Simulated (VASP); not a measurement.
# Mg (P6_3/mmc) in VASP: notebook

The runs below take Mg through single point, with r2SCAN.

Program: VASP 6.6.1. These are calculated values, not measurements. Logs are shortened: lines on timing, memory, paths and dates and some standing lists are left out, and cuts for length are marked.

### Step 1. The cell of the first run

The structure is hexagonal, space group P6_3/mmc (No. 194). Conventional cell: a = 3.050 Å, b = 3.050 Å, c = 5.233 Å, α = 90.00°, β = 90.00°, γ = 120.00°. Mg (site symmetry -6m2) has 12 Mg at 3.05 to 3.15 Å within 4.0 Å.

### Step 2. Single point, r2SCAN (biaxial strain in the a-b plane: -4.5 %, then relaxed in part)

File POSCAR:

```
Mg
1.0
    3.0501597459      0.0000000000      0.0000000000
   -1.5250798730      2.6415158256      0.0000000000
    0.0000000000      0.0000000000      5.2328256179
Mg
2
Direct
    0.3333333333      0.6666666667      0.2500000000
    0.6666666667      0.3333333333      0.7500000000
```

File INCAR.step1:

```
ALGO     = Normal         # electronic algorithm
EDIFF    = 1E-5           # SCF threshold, eV
ENCUT    = 920            # plane-wave cutoff, eV
GGA      = PE             # functional
GGA_COMPAT= F            
ISMEAR   = 0              # smearing method
LASPH    = T              # aspherical terms in the spheres
LCHARG   = F              # write CHGCAR
LREAL    = F              # projectors in reciprocal space
LWAVE    = T              # write WAVECAR
NBANDS   = 17             # bands
NELM     = 120            # most SCF steps
PREC     = Accurate       # precision mode
SIGMA    = 0.1            # smearing width, eV
```

File INCAR.step2:

```
ALGO     = Normal         # electronic algorithm
EDIFF    = 1E-6           # SCF threshold, eV
ENCUT    = 920            # plane-wave cutoff, eV
GGA_COMPAT= F            
ISIF     = 2              # what is computed and relaxed
ISMEAR   = 0              # smearing method
ISTART   = 1            
LASPH    = T              # aspherical terms in the spheres
LCHARG   = F              # write CHGCAR
LMIXTAU  = T            
LREAL    = F              # projectors in reciprocal space
LWAVE    = F              # write WAVECAR
METAGGA  = R2SCAN         # meta-GGA
NBANDS   = 17             # bands
NELM     = 120            # most SCF steps
PREC     = Accurate       # precision mode
SIGMA    = 0.1            # smearing width, eV
```

File KPOINTS:

```
k-points
0
Gamma
  15 15 8
```

Potentials or basis: VASP PAW PBE potentials, release 64 (Mg_sv).

The run is started by

```bash
$ cat potpaw_PBE.64/Mg_sv/POTCAR > POTCAR
$ cp INCAR.step1 INCAR
$ mpirun -np 1 vasp_std > vasp.out
$ cp INCAR.step2 INCAR
$ mpirun -np 1 vasp_std > vasp.out
```

OUTCAR:

```text
EDIFF = 1E-6
   ENCUT = 920
   ISIF = 2
   ISMEAR = 0
   ISTART = 1
   LASPH = T
   LREAL = F
   METAGGA = R2SCAN
   NELM = 120
   PREC = Accurate

 ion  position               nearest neighbor table
   1  0.333  0.667  0.250-
   2  0.667  0.333  0.750-

  LATTYP: Found a hexagonal cell.
 ALAT       =     3.0501597459
 C/A-ratio  =     1.7155906752

  Lattice vectors:

 A1 = (   3.0501597459,   0.0000000000,   0.0000000000)
 A2 = (  -1.5250798730,   2.6415158256,   0.0000000000)
 A3 = (   0.0000000000,   0.0000000000,   5.2328256179)

Analysis of symmetry for initial positions (statically):
=====================================================================
 Subroutine PRICEL returns:
 Original cell was already a primitive cell.

 Routine SETGRP: Setting up the symmetry group for a
 hexagonal supercell.

 Subroutine GETGRP returns: Found 24 space group operations
 (whereof 12 operations were pure point group operations)
 out of a pool of 24 trial point group operations.

The static configuration has the point symmetry D_3d.
 The point group associated with its full space group is D_6h.

Analysis of symmetry for dynamics (positions and initial velocities):
=====================================================================
 Subroutine PRICEL returns:
 Original cell was already a primitive cell.

 Routine SETGRP: Setting up the symmetry group for a
 hexagonal supercell.

 Subroutine GETGRP returns: Found 24 space group operations
 (whereof 12 operations were pure point group operations)
 out of a pool of 24 trial point group operations.

The dynamic configuration has the point symmetry D_3d.
 The point group associated with its full space group is D_6h.

 Subroutine INISYM returns: Found 24 space group operations
 (whereof 12 operations are pure point group operations),
 and found     1 'primitive' translations

----------------------------------------------------------------------------------------

                                     Primitive cell

  volume of cell :      42.1611

  direct lattice vectors                    reciprocal lattice vectors
     3.050159746  0.000000000  0.000000000     0.327851681  0.189285256  0.000000000
    -1.525079873  2.641515826  0.000000000     0.000000000  0.378570513  0.000000000
     0.000000000  0.000000000  5.232825618     0.000000000  0.000000000  0.191101342

  length of vectors
     3.050159746  3.050159746  5.232825618     0.378570513  0.378570513  0.191101342
[... 79 lines left out ...]
   ENCUT  =  920.0 eV  67.62 Ry    8.22 a.u.   7.54  7.54 12.94*2*pi/ulx,y,z
   NELM   =    120;   NELMIN=  2; NELMDL=  0     # of ELM steps
   EDIFF  = 0.1E-05   stopping-criterion for ELM
   LREAL  =      F    real-space projection
   EDIFFG = 0.1E-04   stopping-criterion for IOM
   NSW    =      0    number of steps for IOM
   IBRION =     -1    ionic relax: 0-MD 1-quasi-New 2-CG
   NFREE  =      0    steps in history (QN), initial steepest desc. (CG)
   ISIF   =      2    stress and relaxation
   ISYM   =      2    0-nonsym 1-usesym 2-fastsym
   POTIM  = 0.5000    time-step for ionic-motion
   TEBEG  =    0.0;   TEEND  =   0.0 temperature during run
   PSTRESS=    0.0 pullay stress
   NELECT =      20.0000    total number of electrons
   NUPDOWN=      -1.0000    fix difference up-down
   EMIN   =  10.00;   EMAX   =-10.00  energy-range for DOS
   EFERMI =   0.00;   METHOD = LEGACY
   ISMEAR =     0;   SIGMA  =   0.10  broadening in eV -4-tet -1-fermi 0-gaus
   EFERMI_NEDOS =   21; number of points for ismear=-14 and -15
   IALGO  =     38    algorithm
   IMIX   =      4    mixing-type and parameters
     AMIX     =   0.40;   BMIX     =  1.00
     AMIX_MAG =   1.60;   BMIX_MAG =  1.00
  volume/ion in A,a.u.               =      21.08       142.26
  Fermi-wavevector in a.u.,A,eV,Ry     =   1.276774  2.412754 22.179574  1.630153
  Thomas-Fermi vector in A             =   2.409411
   LORBIT       =      0    0 simple, 1 ext, 2 COOP (PROOUT), +10 PAW based schemes
   METAGGA = R2SCAN    functional components
   LHFCALC =     F    Hartree Fock is set to
   AEXX    =    0.0000 exact exchange contribution
   IVDW    =     0    specifies the selected vdW correction
   LEPSILON=     F    determine dielectric tensor
   LRPA    =     F    only Hartree local field effects (RPA)
 non-spin polarized calculation
 Gauss-broadening in eV      SIGMA  =   0.10
  energy-cutoff  :      920.00
  volume of cell :       42.16
 maximum number of plane-waves:      2700
   NGX = 15   NGY = 15   NGZ = 25

 number of electron      20.0000001 magnetization

 Free energy of the ion-electron system (eV)
  ---------------------------------------------------
  ext. energy  EPLUGINS =         0.00000000
  ---------------------------------------------------
  free energy    TOTEN  =        -8.29839918 eV

  energy without entropy =       -8.29374762  energy(sigma->0) =       -8.29607340

 E-fermi :   2.8443     XC(G=0):  -9.7108

 val. band max:        2.8376302138   @ k =   0.3333   0.1333   0.1250
 cond. band min:       2.8575021925   @ k =   0.3333   0.0000   0.0000
 fundamental gap:      0.0198719786
 Fermi energy:         2.8442844201

 k-point     1 :       0.0000    0.0000    0.0000
  band No.  band energies     occupation
      1     -76.0260      2.00000
      2     -76.0226      2.00000
      3     -41.1556      2.00000
      4     -41.1149      2.00000
      5     -41.1105      2.00000
      6     -41.1105      2.00000
[... 457 lines left out ...]
      4     -41.1431      2.00000
      5     -41.1332      2.00000
      6     -41.1310      2.00000
[... 9 lines left out ...]
     16      10.7723      0.00000
     17      12.2968      0.00000

 [... further k-points ...]

------------------------ aborting loop because EDIFF is reached ----------------------------------------

  FORCE on cell =-STRESS in cart. coord.  units (eV):
  Direction    XX          YY          ZZ          XY          YZ          ZX
  --------------------------------------------------------------------------------------
  -------------------------------------------------------------------------------------
  Total        1.3107895      1.3107895     -0.0234116     -0.0000000      0.0000000      0.0000000
  in kB       49.8117136     49.8117136     -0.8896705     -0.0000000      0.0000000      0.0000000
  external PRESSURE =      32.9112522 kB  Pullay stress =       0.0000000 kB

 VOLUME and BASIS-vectors are now :
 -----------------------------------------------------------------------------
  energy-cutoff  :      920.00
  volume of cell :       42.16
      direct lattice vectors                 reciprocal lattice vectors
     3.050159746  0.000000000  0.000000000     0.327851681  0.189285256  0.000000000
    -1.525079873  2.641515826  0.000000000     0.000000000  0.378570513  0.000000000
     0.000000000  0.000000000  5.232825618     0.000000000  0.000000000  0.191101342

 POSITION                                       TOTAL-FORCE (eV/Angst)
 -----------------------------------------------------------------------------------
     -0.00000      1.76101      1.30821        -0.000000      0.000000      0.000000
      1.52508      0.88051      3.92462         0.000000      0.000000      0.000000
 -----------------------------------------------------------------------------------
    total drift:                                0.000000     -0.000000      0.000000

  FREE ENERGIE OF THE ION-ELECTRON SYSTEM (eV)
  ---------------------------------------------------
  free  energy   TOTEN  =        -8.2983991756 eV

  energy  without entropy=       -8.2937476234  energy(sigma->0) =       -8.29607340
```

OSZICAR.step1:

```text
N       E                     dE             d eps       ncg     rms          rms(c)
DAV:   1     0.264125172249E+03    0.26413E+03   -0.18204E+04  4710   0.191E+03
DAV:   2     0.228090840086E+02   -0.24132E+03   -0.23771E+03  5283   0.528E+02
DAV:   3    -0.140253595462E+01   -0.24212E+02   -0.23977E+02  8094   0.111E+02
DAV:   4    -0.292803116628E+01   -0.15255E+01   -0.15222E+01  5062   0.303E+01
DAV:   5    -0.299964179166E+01   -0.71611E-01   -0.71605E-01  6840   0.420E+00    0.382E+00
DAV:   6    -0.298083701920E+01    0.18805E-01   -0.10893E-02  5682   0.135E+00    0.221E+00
DAV:   7    -0.296475005359E+01    0.16087E-01   -0.13859E-02  6064   0.162E+00    0.116E-01
DAV:   8    -0.296453122963E+01    0.21882E-03   -0.75289E-04  6341   0.340E-01    0.173E-02
DAV:   9    -0.296453094709E+01    0.28255E-06   -0.24053E-05  5548   0.489E-02
   1 F= -.29645309E+01 E0= -.29616413E+01  d E =-.577933E-02
```

Run time: 8.2 min. Hardware: 1 thread of Intel Xeon Platinum 8559C (Emerald Rapids), shared host; peak memory 0.33 GiB.

Results:

```yaml
Free_energy: -8.2984 eV
Pressure: 3.3 GPa
Band_gap_on_the_k_mesh: zero (bands 10 and 11 overlap by 2.71 eV)
```

Caveat: the cell differs from its parent crystal (biaxial strain in the a-b plane: -4.5 %, then relaxed in part); the stress differs along the axes, from -0 to 5 GPa; the PAW data sets were made with another functional, which shifts forces and pressure a little.

### Step 3. Single point, r2SCAN (biaxial strain in the a-b plane: +3.0 %)

File POSCAR:

```
Mg
1.0
    3.2897010872      0.0000000000      0.0000000000
   -1.6448505436      2.8489647124      0.0000000000
    0.0000000000      0.0000000000      5.0125015514
Mg
2
Direct
    0.3333333333      0.6666666667      0.2500000000
    0.6666666667      0.3333333333      0.7500000000
```

File INCAR.step1:

```
ALGO = Normal ; EDIFF = 1E-5
ENCUT = 920 ; GGA = PE
GGA_COMPAT = F ; ISMEAR = 0
LASPH = T ; LCHARG = F
LREAL = F ; LWAVE = T
NBANDS = 17 ; NELM = 120
PREC = Accurate ; SIGMA = 0.1
```

File INCAR.step2:

```
ALGO = Normal ; EDIFF = 1E-6
ENCUT = 920 ; GGA_COMPAT = F
ISIF = 2 ; ISMEAR = 0
ISTART = 1 ; LASPH = T
LCHARG = F ; LMIXTAU = T
LREAL = F ; LWAVE = F
METAGGA = R2SCAN ; NBANDS = 17
NELM = 120 ; PREC = Accurate
SIGMA = 0.1
```

KPOINTS is that of step 2.

Potentials or basis: VASP PAW PBE potentials, release 64 (Mg_sv).

The run is started by

```bash
$ cat potpaw_PBE.64/Mg_sv/POTCAR > POTCAR
$ cp INCAR.step1 INCAR
$ mpirun -np 1 vasp_std > vasp.out
$ cp INCAR.step2 INCAR
$ mpirun -np 1 vasp_std > vasp.out
```

OUTCAR:

```text
EDIFF = 1E-6
   ENCUT = 920
   ISIF = 2
   ISMEAR = 0
   ISTART = 1
   LASPH = T
   LREAL = F
   METAGGA = R2SCAN
   NELM = 120
   PREC = Accurate

 ion  position               nearest neighbor table
   1  0.333  0.667  0.250-
   2  0.667  0.333  0.750-

  LATTYP: Found a hexagonal cell.
 ALAT       =     3.2897010872
 C/A-ratio  =     1.5236951378

  Lattice vectors:

 A1 = (   3.2897010872,   0.0000000000,   0.0000000000)
[... 665 lines left out ...]
     17      11.3186      0.00000

 [... further k-points ...]

------------------------ aborting loop because EDIFF is reached ----------------------------------------

  FORCE on cell =-STRESS in cart. coord.  units (eV):
  Direction    XX          YY          ZZ          XY          YZ          ZX
  --------------------------------------------------------------------------------------
  -------------------------------------------------------------------------------------
  Total       -0.7241014     -0.7241014      0.2466202      0.0000000      0.0000000      0.0000000
  in kB      -24.6951650    -24.6951650      8.4108763      0.0000000      0.0000000      0.0000000
  external PRESSURE =     -13.6598179 kB  Pullay stress =       0.0000000 kB

 VOLUME and BASIS-vectors are now :
 -----------------------------------------------------------------------------
  energy-cutoff  :      920.00
  volume of cell :       46.98
      direct lattice vectors                 reciprocal lattice vectors
     3.289701087  0.000000000  0.000000000     0.303978986  0.175502349  0.000000000
    -1.644850544  2.848964712  0.000000000     0.000000000  0.351004699  0.000000000
     0.000000000  0.000000000  5.012501551     0.000000000  0.000000000  0.199501185

 POSITION                                       TOTAL-FORCE (eV/Angst)
 -----------------------------------------------------------------------------------
     -0.00000      1.89931      1.25313         0.000000     -0.000000     -0.000000
      1.64485      0.94965      3.75938        -0.000000      0.000000      0.000000
 -----------------------------------------------------------------------------------
    total drift:                               -0.000000      0.000000      0.000000

  FREE ENERGIE OF THE ION-ELECTRON SYSTEM (eV)
  ---------------------------------------------------
  free  energy   TOTEN  =        -8.3368448610 eV

  energy  without entropy=       -8.3334293767  energy(sigma->0) =       -8.33513712
```

OUTCAR.step1:

```text
EDIFF = 1E-5
   ENCUT = 920
   GGA = PE
   ISMEAR = 0
   LASPH = T
[... 704 lines left out ...]
 -----------------------------------------------------------------------------------
     -0.00000      1.89931      1.25313        -0.000000     -0.000000      0.000000
      1.64485      0.94965      3.75938         0.000000      0.000000      0.000000
 -----------------------------------------------------------------------------------
    total drift:                               -0.000000      0.000000      0.000000

  FREE ENERGIE OF THE ION-ELECTRON SYSTEM (eV)
  ---------------------------------------------------
  free  energy   TOTEN  =        -3.0150423294 eV

  energy  without entropy=       -3.0109751887  energy(sigma->0) =       -3.01300876
```

Run time: 8.8 min. Hardware: 1 thread of Intel Xeon Platinum 8488C (Sapphire Rapids), shared host; peak memory 0.38 GiB.

Results:

* Free energy: -8.3368 eV
* Pressure: -1.4 GPa
* Band gap on the k mesh: zero (bands 10 and 11 overlap by 1.65 eV)

Caveat: the cell differs from its parent crystal (biaxial strain in the a-b plane: +3.0 %); the PAW data sets were made with another functional, which shifts forces and pressure a little.
